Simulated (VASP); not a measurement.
# Te2Mo (P6_3/mmc) in VASP: a series of runs

Te2Mo is run at these levels: PBE; tasks: single point.

Program: VASP 6.6.1. These are calculated values, not measurements. Logs are shortened: lines on timing, memory, paths and dates and some standing lists are left out, and cuts for length are marked.

## (1) The cell of the first run

The structure is hexagonal, space group P6_3/mmc (No. 194). The conventional cell has a = 3.735 Å, b = 3.735 Å, c = 14.825 Å, α = 90.00°, β = 90.00°, γ = 120.00°. Te (site symmetry 3m) has 3 Mo at 2.79 Å and 1 Te at 3.53 Å within 3.7 Å. Mo (site symmetry -6m2) has 6 Te at 2.79 Å within 3.7 Å.

## (2) Single point, PBE (strain +0.050 along x and y, -0.025 along z)

Input file INCAR:

```
SYSTEM = Te2Mo
PREC = Accurate
ENCUT = 520
EDIFF = 1E-6
ISMEAR = 0
SIGMA = 0.05
LREAL = .FALSE.
LASPH = .TRUE.
NELM = 100
ALGO = Normal
ISIF = 2
LWAVE = .FALSE.
LCHARG = .FALSE.
GGA = PE
NBANDS = 35
```

Input file KPOINTS:

```
Automatic mesh
0
G
  12 12 2
  0 0 0
```

Input file POSCAR:

```
Te2Mo
1.0
    3.7349197547      0.0000000000      0.0000000000
   -1.8674598773      3.2345353887      0.0000000000
    0.0000000000      0.0000000000     14.8246006916
Te Mo
4 2
Direct
    0.3333333333      0.6666666667      0.6310943552
    0.6666666667      0.3333333333      0.1310943552
    0.3333333333      0.6666666667      0.8689056448
    0.6666666667      0.3333333333      0.3689056448
    0.3333333333      0.6666666667      0.2500000000
    0.6666666667      0.3333333333      0.7500000000
```

Potentials or basis: VASP PAW PBE potentials, release 64 (Te, Mo_sv).

Run with:

```sh
> cat potpaw_PBE.64/Te/POTCAR potpaw_PBE.64/Mo_sv/POTCAR > POTCAR
> mpirun -np 1 vasp_std > vasp.out
```

OUTCAR:

```text
SYSTEM = Te2Mo
   PREC = Accurate
   ENCUT = 520
   EDIFF = 1E-6
   ISMEAR = 0
   LREAL = .FALSE.
   LASPH = .TRUE.
   NELM = 100
   ISIF = 2
   GGA = PE

 ion  position               nearest neighbor table
   1  0.333  0.667  0.631-   6 2.79   6 2.79   6 2.79   3 3.53
   2  0.667  0.333  0.131-   5 2.79   5 2.79   5 2.79   4 3.53
   3  0.333  0.667  0.869-   6 2.79   6 2.79   6 2.79   1 3.53
   4  0.667  0.333  0.369-   5 2.79   5 2.79   5 2.79   2 3.53
   5  0.333  0.667  0.250-   2 2.79   4 2.79   2 2.79   4 2.79   2 2.79   4 2.79
   6  0.667  0.333  0.750-   1 2.79   3 2.79   1 2.79   3 2.79   1 2.79   3 2.79

  LATTYP: Found a hexagonal cell.
 ALAT       =     3.7349197547
 C/A-ratio  =     3.9691885409

  Lattice vectors:

 A1 = (   3.7349197547,   0.0000000000,   0.0000000000)
 A2 = (  -1.8674598773,   3.2345353887,   0.0000000000)
 A3 = (   0.0000000000,   0.0000000000,  14.8246006916)

Analysis of symmetry for initial positions (statically):
=====================================================================
 Subroutine PRICEL returns:
 Original cell was already a primitive cell.

 Routine SETGRP: Setting up the symmetry group for a
 hexagonal supercell.

 Subroutine GETGRP returns: Found 24 space group operations
 (whereof 12 operations were pure point group operations)
 out of a pool of 24 trial point group operations.

The static configuration has the point symmetry D_3d.
 The point group associated with its full space group is D_6h.

Analysis of symmetry for dynamics (positions and initial velocities):
=====================================================================
 Subroutine PRICEL returns:
 Original cell was already a primitive cell.

 Routine SETGRP: Setting up the symmetry group for a
 hexagonal supercell.

 Subroutine GETGRP returns: Found 24 space group operations
 (whereof 12 operations were pure point group operations)
 out of a pool of 24 trial point group operations.

The dynamic configuration has the point symmetry D_3d.
 The point group associated with its full space group is D_6h.

 Subroutine INISYM returns: Found 24 space group operations
 (whereof 12 operations are pure point group operations),
 and found     1 'primitive' translations

----------------------------------------------------------------------------------------

                                     Primitive cell

  volume of cell :     179.0920

  direct lattice vectors                    reciprocal lattice vectors
     3.734919755  0.000000000  0.000000000     0.267743370  0.154581706  0.000000000
    -1.867459877  3.234535389  0.000000000     0.000000000  0.309163413  0.000000000
     0.000000000  0.000000000 14.824600692     0.000000000  0.000000000  0.067455443

  length of vectors
     3.734919755  3.734919755 14.824600692     0.309163413  0.309163413  0.067455443

  position of ions in fractional coordinates (direct lattice)
     0.333333333  0.666666667  0.631094355
     0.666666667  0.333333333  0.131094355
     0.333333333  0.666666667  0.868905645
     0.666666667  0.333333333  0.368905645
     0.333333333  0.666666667  0.250000000
     0.666666667  0.333333333  0.750000000

  ion indices of the primitive-cell ions
   primitive index   ion index
                 1           1
                 2           2
                 3           3
                 4           4
                 5           5
                 6           6

----------------------------------------------------------------------------------------

 KPOINTS: Automatic mesh

Automatic generation of k-mesh.
 Grid dimensions read from file:
 generate k-points for:   12   12    2

 Generating k-lattice:

  Cartesian coordinates                     Fractional coordinates (reciprocal lattice)
     0.022311947  0.012881809  0.000000000     0.083333333  0.000000000  0.000000000
     0.000000000  0.025763618  0.000000000     0.000000000  0.083333333  0.000000000
     0.000000000  0.000000000  0.033727721     0.000000000  0.000000000  0.500000000

  Length of vectors
     0.025763618  0.025763618  0.033727721

  Shift w.r.t. Gamma in fractional coordinates (k-lattice)
     0.000000000  0.000000000  0.000000000

 Subroutine IBZKPT returns following result:
 ===========================================

 Found     38 irreducible k-points:

 Following reciprocal coordinates:
            Coordinates               Weight
  0.000000  0.000000  0.000000      1.000000
  0.083333 -0.000000  0.000000      6.000000
  0.166667  0.000000  0.000000      6.000000
  0.250000 -0.000000  0.000000      6.000000
  0.333333 -0.000000  0.000000      6.000000
  0.416667 -0.000000  0.000000      6.000000
[... 16 lines left out ...]
  0.250000 -0.000000  0.500000      6.000000
  0.333333 -0.000000  0.500000      6.000000
 [... further k-points ...]
   k-points           NKPTS =     38   k-points in BZ     NKDIM =     38   number of bands    NBANDS=     35
   number of dos      NEDOS =    301   number of ions     NIONS =      6
   total plane-waves  NPLWV =  87808
   dimension x,y,z NGX =    28 NGY =   28 NGZ =  112
   dimension x,y,z NGXF=    56 NGYF=   56 NGZF=  224
   ions per type =               4   2
   NGX,Y,Z   is equivalent  to a cutoff of  12.46, 12.46, 12.56 a.u.
   NGXF,Y,Z  is equivalent  to a cutoff of  24.93, 24.93, 25.12 a.u.
 SYSTEM =  Te2Mo
   PREC   = accura    normal or accurate (medium, high low for compatibility)
   ISTART =      0    job   : 0-new  1-cont  2-samecut
   ICHARG =      2    charge: 1-file 2-atom 10-const
   ISPIN  =      1    spin polarized calculation?
   LNONCOLLINEAR =      F non collinear calculations
   LSORBIT =      F    spin-orbit coupling
   LASPH  =      T    aspherical Exc in radial PAW
   ENCUT  =  520.0 eV  38.22 Ry    6.18 a.u.   6.94  6.94 27.56*2*pi/ulx,y,z
   NELM   =    100;   NELMIN=  2; NELMDL= -5     # of ELM steps
   EDIFF  = 0.1E-05   stopping-criterion for ELM
   LREAL  =      F    real-space projection
   EDIFFG = 0.1E-04   stopping-criterion for IOM
   NSW    =      0    number of steps for IOM
   IBRION =     -1    ionic relax: 0-MD 1-quasi-New 2-CG
   NFREE  =      0    steps in history (QN), initial steepest desc. (CG)
   ISIF   =      2    stress and relaxation
   ISYM   =      2    0-nonsym 1-usesym 2-fastsym
   POTIM  = 0.5000    time-step for ionic-motion
   TEBEG  =    0.0;   TEEND  =   0.0 temperature during run
   PSTRESS=    0.0 pullay stress
   NELECT =      52.0000    total number of electrons
   NUPDOWN=      -1.0000    fix difference up-down
   EMIN   =  10.00;   EMAX   =-10.00  energy-range for DOS
   EFERMI =   0.00;   METHOD = LEGACY
   ISMEAR =     0;   SIGMA  =   0.05  broadening in eV -4-tet -1-fermi 0-gaus
   EFERMI_NEDOS =   21; number of points for ismear=-14 and -15
   IALGO  =     38    algorithm
   IMIX   =      4    mixing-type and parameters
     AMIX     =   0.40;   BMIX     =  1.00
     AMIX_MAG =   1.60;   BMIX_MAG =  1.00
  volume/ion in A,a.u.               =      29.85       201.43
  Fermi-wavevector in a.u.,A,eV,Ry     =   1.084053  2.048563 15.989173  1.175171
  Thomas-Fermi vector in A             =   2.220134
   LORBIT       =      0    0 simple, 1 ext, 2 COOP (PROOUT), +10 PAW based schemes
   GGA     = PE    functional components
   LHFCALC =     F    Hartree Fock is set to
   AEXX    =    0.0000 exact exchange contribution
   IVDW    =     0    specifies the selected vdW correction
   LEPSILON=     F    determine dielectric tensor
   LRPA    =     F    only Hartree local field effects (RPA)
 non-spin polarized calculation
 Gauss-broadening in eV      SIGMA  =   0.05
  energy-cutoff  :      520.00
  volume of cell :      179.09
 maximum number of plane-waves:      4850
 NGX is ok and might be reduce to    28
   NGX = 13   NGY = 13   NGZ = 55

 number of electron      52.0000006 magnetization

 Free energy of the ion-electron system (eV)
  ---------------------------------------------------
  ext. energy  EPLUGINS =         0.00000000
  ---------------------------------------------------
  free energy    TOTEN  =       -35.75166345 eV

  energy without entropy =      -35.75166345  energy(sigma->0) =      -35.75166345

 E-fermi :   6.3212     XC(G=0):  -9.4697

 val. band max:        6.1187411344   @ k =   0.0000   0.0000   0.0000
 cond. band min:       6.5309620577   @ k =   0.3333   0.3333   0.0000
 fundamental gap:      0.4122209233
 Fermi energy:         6.3212208404

 k-point     1 :       0.0000    0.0000    0.0000
  band No.  band energies     occupation
      1     -54.9640      2.00000
      2     -54.9640      2.00000
      3     -29.0355      2.00000
      4     -29.0355      2.00000
      5     -29.0355      2.00000
      6     -29.0355      2.00000
[... 27 lines left out ...]
     34       8.7477      0.00000
     35      10.6212      0.00000

 k-point     2 :       0.0833   -0.0000    0.0000
  band No.  band energies     occupation
      1     -54.9637      2.00000
      2     -54.9637      2.00000
      3     -29.0399      2.00000
      4     -29.0399      2.00000
      5     -29.0365      2.00000
      6     -29.0365      2.00000
[... 27 lines left out ...]
     34       8.5892      0.00000
     35      11.0777      0.00000

 k-point     3 :       0.1667    0.0000    0.0000
  band No.  band energies     occupation
      1     -54.9630      2.00000
      2     -54.9630      2.00000
      3     -29.0520      2.00000
      4     -29.0520      2.00000
      5     -29.0394      2.00000
      6     -29.0394      2.00000
[... 27 lines left out ...]
     34       8.7851      0.00000
     35      11.6444      0.00000

 k-point     4 :       0.2500   -0.0000    0.0000
  band No.  band energies     occupation
      1     -54.9620      2.00000
      2     -54.9620      2.00000
      3     -29.0685      2.00000
      4     -29.0685      2.00000
      5     -29.0432      2.00000
      6     -29.0432      2.00000
[... 27 lines left out ...]
     34       9.0310      0.00000
     35      11.7142      0.00000

 k-point     5 :       0.3333   -0.0000    0.0000
  band No.  band energies     occupation
      1     -54.9610      2.00000
      2     -54.9610      2.00000
      3     -29.0850      2.00000
      4     -29.0850      2.00000
      5     -29.0471      2.00000
      6     -29.0471      2.00000
[... 638 lines left out ...]
 k-point    22 :       0.1667    0.0000    0.5000
  band No.  band energies     occupation
      1     -54.9630      2.00000
      2     -54.9630      2.00000
      3     -29.0520      2.00000
      4     -29.0520      2.00000
      5     -29.0394      2.00000
      6     -29.0394      2.00000
[... 27 lines left out ...]
     34       8.7281      0.00000
     35      12.0380      0.00000

 k-point    23 :       0.2500   -0.0000    0.5000
  band No.  band energies     occupation
      1     -54.9620      2.00000
      2     -54.9620      2.00000
      3     -29.0685      2.00000
      4     -29.0685      2.00000
      5     -29.0432      2.00000
      6     -29.0432      2.00000
[... 27 lines left out ...]
     34       8.9422      0.00000
     35      11.9124      0.00000

 k-point    24 :       0.3333   -0.0000    0.5000
  band No.  band energies     occupation
      1     -54.9610      2.00000
      2     -54.9610      2.00000
      3     -29.0850      2.00000
      4     -29.0850      2.00000
      5     -29.0471      2.00000
      6     -29.0471      2.00000
[... 27 lines left out ...]
     34       9.0993      0.00000
     35      10.9995      0.00000

 [... further k-points ...]
[... 5 lines left out ...]
  --------------------------------------------------------------------------------------
  -------------------------------------------------------------------------------------
  Total       -6.7686998     -6.7686998     -1.2889845     -0.0000000      0.0000000     -0.0000000
  in kB      -60.5535552    -60.5535552    -11.5314017     -0.0000000      0.0000000     -0.0000000
  external PRESSURE =     -44.2128373 kB  Pullay stress =       0.0000000 kB

 VOLUME and BASIS-vectors are now :
 -----------------------------------------------------------------------------
  energy-cutoff  :      520.00
  volume of cell :      179.09
      direct lattice vectors                 reciprocal lattice vectors
     3.734919755  0.000000000  0.000000000     0.267743370  0.154581706  0.000000000
    -1.867459877  3.234535389  0.000000000     0.000000000  0.309163413  0.000000000
     0.000000000  0.000000000 14.824600692     0.000000000  0.000000000  0.067455443

 POSITION                                       TOTAL-FORCE (eV/Angst)
 -----------------------------------------------------------------------------------
     -0.00000      2.15636      9.35572        -0.000000     -0.000000      0.182372
      1.86746      1.07818      1.94342        -0.000000     -0.000000      0.182372
     -0.00000      2.15636     12.88118        -0.000000     -0.000000     -0.182372
      1.86746      1.07818      5.46888         0.000000      0.000000     -0.182372
     -0.00000      2.15636      3.70615        -0.000000      0.000000      0.000000
      1.86746      1.07818     11.11845         0.000000     -0.000000      0.000000
 -----------------------------------------------------------------------------------
    total drift:                               -0.000000      0.000000     -0.000000

  FREE ENERGIE OF THE ION-ELECTRON SYSTEM (eV)
  ---------------------------------------------------
  free  energy   TOTEN  =       -35.7516634549 eV

  energy  without entropy=      -35.7516634548  energy(sigma->0) =      -35.75166345
```

Run time: 99 s. Hardware: 1 thread of Intel Xeon 6975P-C (Granite Rapids), shared host; peak memory 0.4 GiB.

Results:

```yaml
Free_energy: -35.7517 eV
Pressure: -4.4 GPa
Largest_force: 0.182 eV/Å
Band_gap_on_the_k_mesh: 0.41 eV, indirect (least direct gap 0.72 eV)
```

Forces in eV/Å, atoms in the order of the input:
```
Te   0.000  0.000  0.182
Te   0.000  0.000  0.182
Te   0.000  0.000 -0.182
Te   0.000  0.000 -0.182
Mo   0.000  0.000  0.000
Mo   0.000  0.000  0.000
```

Stress tensor (GPa, compression positive):
```
-6.06  0.00  0.00
 0.00 -6.06  0.00
 0.00  0.00 -1.15
```

Caveat: the cell differs from its parent crystal (strain +0.050 along x and y, -0.025 along z); spin-orbit coupling is left out, which moves the levels of the heavy elements; this functional lacks dispersion, which binds the layers, so the pressure and a relaxed spacing across them are unreliable. A k mesh can miss the band edges.

(Continued in part 2 of 2.)
